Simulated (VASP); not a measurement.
Runs of VASP 6.6.1 on La. The structure is that of space group P6_3/mmc (No. 194), or close to it. The cells are those of the table. 

```csv
cell,gap on the mesh (eV),pressure (GPa)
"a = 3.756, b = 3.756, c = 12.076 Å, angles 90.0, 90.0, 120.0°, 4 atoms",none,(a)
"a = 3.810, b = 3.810, c = 12.248 Å, angles 90.0, 90.0, 120.0°, 4 atoms",none,1.0
"a = 3.862, b = 3.862, c = 12.416 Å, angles 90.0, 90.0, 120.0°, 4 atoms",none,0.0
"a = 3.701, b = 3.701, c = 11.898 Å, angles 90.0, 90.0, 120.0°, 4 atoms",none,3.8
```

Alike in all rows: task single point; level BLYP; potentials or basis VASP PAW PBE potentials, release 64 (La); no spin polarisation; k mesh 12 × 12 × 4; cutoff (eV) 520; smearing fermi-dirac 0.1 eV.

Problem. Estimate the missing entries.

Solution. (a) 2.3.

Caveats: the PAW data sets were made with another functional, which shifts forces and pressure a little; spin-orbit coupling is left out, which moves the levels of the heavy elements; the cell stands under pressure (at least some runs).

A k mesh can miss the band edges, and the runs leave out spin-orbit coupling on La.

A gap of «none» marks levels without a gap at the run's occupations.
